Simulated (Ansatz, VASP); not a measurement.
## Two plane-wave programs on TiO

```xyz
2
Lattice="2.7886 0.0000 0.0000 -1.3943 2.4150 0.0000 0.0000 0.0000 2.9055" Properties=species:S:1:pos:R:3 pbc="T T T"
Ti    1.3943    0.8050    0.0000
O     0.0000    0.0000    1.4527
```

Alike in both runs: task single point; functional PBEsol; k mesh 18 × 18 × 16; occupations gaussian, width 0.15 eV; no spin polarisation.

|  | VASP | Ansatz |
| --- | --- | --- |
| version | VASP 6.6.1 | Ansatz 0.2.0 |
| potentials or method | VASP PAW PBE potentials, release 64 (Ti_sv, O), cutoff 520 eV | scalar-relativistic, plane waves, PAW |
| valence electrons in the cell | 18 | 18 |

Ansatz gave:

| Item | Value |
| --- | --- |
| gap on the k mesh at the Fermi level (eV) | none |
| pressure (GPa) | -9.8 |
| traceless stress, the component that is largest in VASP (GPa) | -11.22 |

Question: Which values does VASP return?

Answer: gap on the k mesh at the Fermi level (eV): none; pressure (GPa): -9.2; traceless stress, the component that is largest in VASP (GPa): -11.06.

VASP's potentials were made for PBE, not for PBEsol, and Ansatz warns of the same on its side. A gap of «none» marks a metal or a gap that the smearing closes. With one functional, cell and mesh, what is left measures potentials, basis and numerics.
